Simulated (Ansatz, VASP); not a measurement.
# One calculation of LiH, two programs

The input INCAR:

```
  PREC = Accurate
  ENCUT = 520
  EDIFF = 1E-7
  ISMEAR = -1
  SIGMA = 0.03
  LREAL = False
  LASPH = True
  NELM = 80
  ALGO = Normal
  ISIF = 2
  LWAVE = False
  LCHARG = False
  NBANDS = 9
```

The input KPOINTS:

```
regular mesh
0
Gamma
  11 11 11
```

File POSCAR:

```
LiH
1.0
    0.0000000000      2.0325000000      2.0731500000
    2.0325000000      0.0000000000      2.0731500000
    2.0325000000      2.0325000000      0.0000000000
Li H
1 1
Direct
    0.0000000000      0.0000000000      0.0000000000
    0.5000000000      0.5000000000      0.5000000000
```

Input for Ansatz:

```yaml
crystal:
  lattice:
    - [0.0, 2.0325, 2.07315]
    - [2.0325, 0.0, 2.07315]
    - [2.0325, 2.0325, 0.0]
  atoms:
    - { symbol: Li, position: [0.0, 0.0, 0.0] }
    - { symbol: H, position: [0.5, 0.5, 0.5] }
kpoints:
  mp_grid: { grid: [11, 11, 11] }
  band_path:
    path:
      - [0.0, 0.0, 0.0]
      - [0.0, 0.5, 0.5]
      - [0.25, 0.75, 0.5]
      - [0.0, 0.5, 0.0]
      - [0.0, 0.0, 0.0]
      - [0.5, 0.5, 0.0]
      - [0.3701460977, 0.6298539023, 0.0]
      - [-0.3701460977, 0.3701460977, 0.0]
      - [0.0, 0.0, 0.0]
    npoints: 5
scf:
  occupations: { method: fermi_dirac, width: 0.03 }
hamiltonian:
  xc: lda
  pseudopotentials: { kind: all_electron, lapw: { basis_error: 0.001 } }
output:
  forces: true
  stress: true
  eigenvalues: true
```

Change from the starting cell: zz strain of +2 %.

Alike in both runs: task single point; functional LDA; k mesh 11 × 11 × 11; occupations fermi-dirac, width 0.03 eV; no spin polarisation.

|  | VASP | Ansatz |
| --- | --- | --- |
| version | VASP 6.6.1 | Ansatz 0.2.0 |
| potentials or method | VASP PAW LDA potentials, release 64 (Li_sv, H), cutoff 520 eV | all-electron LAPW, scalar-relativistic |

```csv
,VASP,Ansatz,Ansatz less VASP
gap on the k mesh at the Fermi level (eV),2.64,2.65,+0.009
```

LDA's correlation is that of Perdew and Zunger in VASP and of Perdew and Wang (1992) in Ansatz. Ansatz ran all-electron here, and VASP with PAW potentials.

Noted on VASP's run: the cutoff is short for stress, so the pressure is rough.
